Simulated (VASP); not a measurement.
The system is PbF2.

```xyz
3
Lattice="0.0000 2.9604 2.9604 2.9604 0.0000 2.9604 2.9604 2.9604 0.0000" Properties=species:S:1:pos:R:3 pbc="T T T"
Pb    0.0000    0.0000    0.0000
F     1.4802    1.4802    1.4802
F     4.4407    4.4407    4.4407
```

Base run:

| Property | Result |
| --- | --- |
| Program | VASP 6.6.1 |
| Functional | PBE |
| Potentials or basis | VASP PAW PBE potentials, release 64 (Pb_d, F) |
| Cutoff | 520 eV |
| k mesh | 6 × 6 × 6 |
| Occupations | gaussian, width 0.01 eV |
| Spin | no spin polarisation |

Its results: band gap on the k mesh 4.44 eV, indirect (least direct gap 4.56 eV); pressure 2.7 GPa.

Question: After a change of settings the same cell gave: band gap on the k mesh 4.96 eV, indirect (least direct gap 5.08 eV); pressure -0.1 GPa. Which change was it?
A. functional from PBE to r2SCAN
B. functional from PBE to HSE06; further incar settings from ALGO = Normal; EDIFF = 1e-07; NBANDS = 21 to ALGO = Normal; EDIFF = 1e-06; NBANDS = 21
C. k mesh from 6 × 6 × 6 to 8 × 8 × 8; further incar settings from ALGO = Normal; EDIFF = 1e-07; NBANDS = 21 to ALGO = Normal; EDIFF = 1e-06; NBANDS = 21
D. further incar settings from ALGO = Normal; EDIFF = 1e-07; NBANDS = 21 to ALGO = Normal; EDIFF = 1e-06; NBANDS = 21

Answer: A.

r2SCAN gives the wider gap, since meta-GGAs in the generalised Kohn-Sham scheme recover part of the derivative discontinuity.

Caveats: spin-orbit coupling is left out, which moves the levels of the heavy elements; the PAW data sets were made with another functional, which shifts forces and pressure a little (some runs).
